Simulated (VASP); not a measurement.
Runs of VASP 6.6.1 on CdSe. It takes space group F-43m (No. 216, cubic). Conventional cell: a = 6.136 Å, b = 6.136 Å, c = 6.136 Å, α = 90.00°, β = 90.00°, γ = 90.00°. Within 3.5 Å of Cd (site symmetry -43m) lie 4 Se at 2.66 Å. Within 3.5 Å of Se (site symmetry -43m) lie 4 Cd at 2.66 Å. 

| level | k mesh | cutoff (eV) | smearing | grid for exact exchange (PRECFOCK) | screening parameter | gap on the mesh (eV) | pressure (GPa) |
| --- | --- | --- | --- | --- | --- | --- | --- |
| PBE | 4 × 4 × 4 | 500 | gaussian 0.01 eV | - | - | (a) | 1.9 |
| PBE | 6 × 6 × 6 | 520 | gaussian 0.05 eV | - | - | 0.55 | 1.7 |
| HSE06 | 4 × 4 × 4 | 520 | gaussian 0.01 eV | Normal | 0.2079 1/Å | 1.50 | 0.5 |
| PBE | 6 × 6 × 6 | 520 | methfessel-paxton 0.0804 eV | - | - | 0.55 | 1.7 |

Alike in all rows: task single point; potentials or basis VASP PAW PBE potentials, release 64 (Cd, Se); no spin polarisation; cell as given.

Problem. Fill in the values left out.

Solution. (a) 0.54.

Caveats: some runs use coarse meshes; the PAW data sets were made with another functional, which shifts forces and pressure a little (some runs).

A k mesh can miss the band edges, and the runs leave out spin-orbit coupling on Cd, Se.
